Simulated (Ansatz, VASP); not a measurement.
# I: VASP beside Ansatz

File INCAR:

```
ALGO = Normal
EDIFF = 1E-6
EDIFFG = -0.01
ENCUT = 600
GGA = PS
IBRION = 2
ISIF = 3
ISMEAR = -1
LASPH = T
LCHARG = F
LREAL = F
LWAVE = F
NELM = 60
NSW = 60
PREC = Accurate
SIGMA = 0.05
```

The input KPOINTS:

```
k-points
0
Gamma
  9 9 9
```

POSCAR

```
I
1.0
    0.0000000000      2.3656004428      3.9098401324
    2.1922454667      0.0000000000      3.9098401324
    2.1922454667      2.3656004428      0.0000000000
I
1
Direct
    0.0000000000      0.0000000000      0.0000000000
```

input.yaml

```yaml
crystal:
  lattice:
    - [0.0, 2.3656004428, 3.9098401324]
    - [2.1922454667, 0.0, 3.9098401324]
    - [2.1922454667, 2.3656004428, 0.0]
  atoms:
    - { symbol: I, position: [0.0, 0.0, 0.0] }
hamiltonian:
  xc: pbesol
  pseudopotentials: { kind: paw }
kpoints:
  mp_grid: { grid: [9, 9, 9] }
scf:
  occupations: { method: fermi_dirac, width: 0.05 }
output:
  forces: true
  stress: true
  eigenvalues: true
  write_density: true
  write_potential: true
  elf: true
  volumetric_format: npy
relax:
  f_tol: 0.01
  max_steps: 40
  cell: { stress_tol: 0.05 }
```

Alike in both runs: task relaxation of cell and atoms; functional PBEsol; k mesh 9 × 9 × 9; occupations fermi-dirac, width 0.05 eV; no spin polarisation.

|  | VASP | Ansatz |
| --- | --- | --- |
| version | VASP 6.6.1 | Ansatz 0.2.0 |
| potentials or method | VASP PAW PBE potentials, release 64 (I) | Ansatz PAW |
| plane-wave cutoff (eV) | 600 | 420 |
| valence electrons in the cell | 7 | 17 |

```tsv
	VASP	Ansatz	Ansatz less VASP
gap on the k mesh at the Fermi level, each at its own relaxed structure (eV)	none	none	-
relaxed volume (Å³/atom)	37.38	37.41	+0.035
relaxed length of the cell vector where the two differ most in proportion (Å)	4.310	4.314	+0.0034
```

VASP's potentials were made for PBE, not for PBEsol. A gap of «none» marks a metal or a gap that the smearing closes. VASP's potentials hold 7 valence electrons a cell and Ansatz's 17, so a difference there can come from the potentials and not from the codes.

Neither program's run includes spin-orbit coupling. Noted on Ansatz's run: the plane-wave basis is chosen anew once the cell has moved, so the energies of steps on either side of that aren't comparable.
